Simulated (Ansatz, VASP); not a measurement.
This is a calculation of Sr for Ansatz 0.2.0.

File input.yaml:

```yaml
crystal:
  lattice:
    - [4.31, 0.0, 0.0]
    - [-2.155, 3.7325694903, 0.0]
    - [0.0, 0.0, 7.05]
  atoms:
    - { symbol: Sr, position: [0.666109, 0.332722, 0.7515] }
    - { symbol: Sr, position: [0.346707, 0.670806, 0.24174] }
kpoints:
  mp_grid: { grid: [7, 7, 4] }
scf:
  occupations: { method: fermi_dirac, width: 0.05 }
hamiltonian:
  xc: pbe
  pseudopotentials: { kind: all_electron, lapw: { basis_error: 0.001 } }
output:
  forces: true
  stress: true
  eigenvalues: true
  populations: true
```

Potentials or basis: all-electron LAPW, scalar-relativistic.

Launch:

```bash
$ ansatz run input.yaml --threads 1 --pin off --max-ram 3072MiB --backend cpu --events-out ev --progress --plain --runs-dir out
```

Problem. Set up the same calculation for VASP 6.6.1. Potentials there: VASP PAW PBE potentials, release 64 (Sr_sv).

Solution. As run (the cutoff follows the program's own potentials):

INCAR

```
SYSTEM = Sr
PREC = Accurate
ENCUT = 520
EDIFF = 1E-6
ISMEAR = -1
SIGMA = 0.05
LREAL = .FALSE.
LASPH = .TRUE.
NELM = 80
ALGO = Fast
ISIF = 2
LWAVE = .FALSE.
LCHARG = .TRUE.
GGA = PE
LELF = .TRUE.
LVHAR = .TRUE.
NBANDS = 17
```

KPOINTS

```
Automatic mesh
0
G
  7 7 4
  0 0 0
```

The input POSCAR:

```
Sr
1.0
    4.3100000000      0.0000000000      0.0000000000
   -2.1550000000      3.7325694903      0.0000000000
    0.0000000000      0.0000000000      7.0500000000
Sr
2
Direct
    0.6661090000      0.3327220000      0.7515000000
    0.3467070000      0.6708060000      0.2417400000
```

Potentials or basis: VASP PAW PBE potentials, release 64 (Sr_sv).

Command:

```bash
$ cat potpaw_PBE.64/Sr_sv/POTCAR > POTCAR
$ mpirun -np 1 vasp_std > vasp.out
```

Both were run:

|  | VASP | Ansatz | Ansatz less VASP |
| --- | --- | --- | --- |
| gap on the k mesh at the Fermi level (eV) | none | none | - |
| pressure (GPa) | -0.3 | -0.3 | 0.00 |
| traceless stress, the component that is largest in VASP (GPa) | 0.32 | 0.32 | +0.006 |
| rms of the force components (eV/Å) | 0.051 | 0.052 | +0.0006 |

Atom by atom the forces differ by 0.001 eV/Å (rms over components). A gap of «none» marks a metal or a gap that the smearing closes. Ansatz ran all-electron here, and VASP with PAW potentials.
